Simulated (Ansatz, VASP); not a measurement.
# TiO2: VASP beside Ansatz

INCAR

```
SYSTEM = TiO2
  PREC = Accurate
  ENCUT = 520
  EDIFF = 1E-8
  ISMEAR = -1
  SIGMA = 0.08
  LREAL = .FALSE.
  LASPH = .TRUE.
  NELM = 60
  ALGO = Normal
  ISIF = 2
  LWAVE = .FALSE.
  LCHARG = .FALSE.
  LEFG = .TRUE.
  NBANDS = 33
```

KPOINTS

```
regular mesh
0
G
  13 13 13
  0 0 0
```

File POSCAR:

```
TiO2
1.0
   -1.8925000000      1.8925000000      4.7094300000
    1.8925000000     -1.8925000000      4.7094300000
    1.8925000000      1.8925000000     -4.7094300000
Ti O
2 4
Direct
    0.0000000000      0.0000000000      0.0000000000
    0.7500000000      0.2500000000      0.5000000000
    0.2066000000      0.2066000000      0.0000000000
    0.9566000000      0.4566000000      0.5000000000
    0.5434000000      0.0434000000      0.5000000000
    0.7934000000      0.7934000000      0.0000000000
```

Input for Ansatz:

```yaml
crystal:
  lattice:
    - [-1.8925, 1.8925, 4.70943]
    - [1.8925, -1.8925, 4.70943]
    - [1.8925, 1.8925, -4.70943]
  atoms:
    - { symbol: Ti, position: [0.0, 0.0, 0.0] }
    - { symbol: Ti, position: [0.75, 0.25, 0.5] }
    - { symbol: O, position: [0.2066, 0.2066, 0.0] }
    - { symbol: O, position: [0.9566, 0.4566, 0.5] }
    - { symbol: O, position: [0.5434, 0.0434, 0.5] }
    - { symbol: O, position: [0.7934, 0.7934, 0.0] }
kpoints:
  mp_grid: { grid: [13, 13, 13] }
scf:
  occupations: { method: fermi_dirac, width: 0.08 }
hamiltonian:
  xc: lda
  pseudopotentials: { kind: all_electron, datasets: crystal }
output:
  forces: true
  stress: true
  eigenvalues: true
  efg: { contact_densities: true }
```

Change from the starting cell: zz strain of -1 %, crystal datasets.

Alike in both runs: task electric field gradients; functional LDA; k mesh 13 × 13 × 13; occupations fermi-dirac, width 0.08 eV; no spin polarisation.

```csv
,VASP,Ansatz
version,VASP 6.6.1,Ansatz 0.2.0
potentials or method,"VASP PAW LDA potentials, release 64 (Ti_sv, O), cutoff 520 eV","all-electron PAW with datasets made for the crystal, scalar-relativistic"
```

|  | VASP | Ansatz | Ansatz less VASP |
| --- | --- | --- | --- |
| pressure (GPa) | -2.4 | -3.4 | -0.99 |
| traceless stress, the component that is largest in VASP (GPa) | 4.42 | 4.26 | -0.157 |
| rms of the force components (eV/Å) | 0.166 | 0.149 | -0.0171 |
| size of Vzz on the site where it differs most (V/Å²) | 13.6 | 14.7 | +1.14 |

LDA's correlation is that of Perdew and Zunger in VASP and of Perdew and Wang (1992) in Ansatz. Atom by atom the forces differ by 0.017 eV/Å (rms over components). Ansatz ran all-electron here, and VASP with PAW potentials.
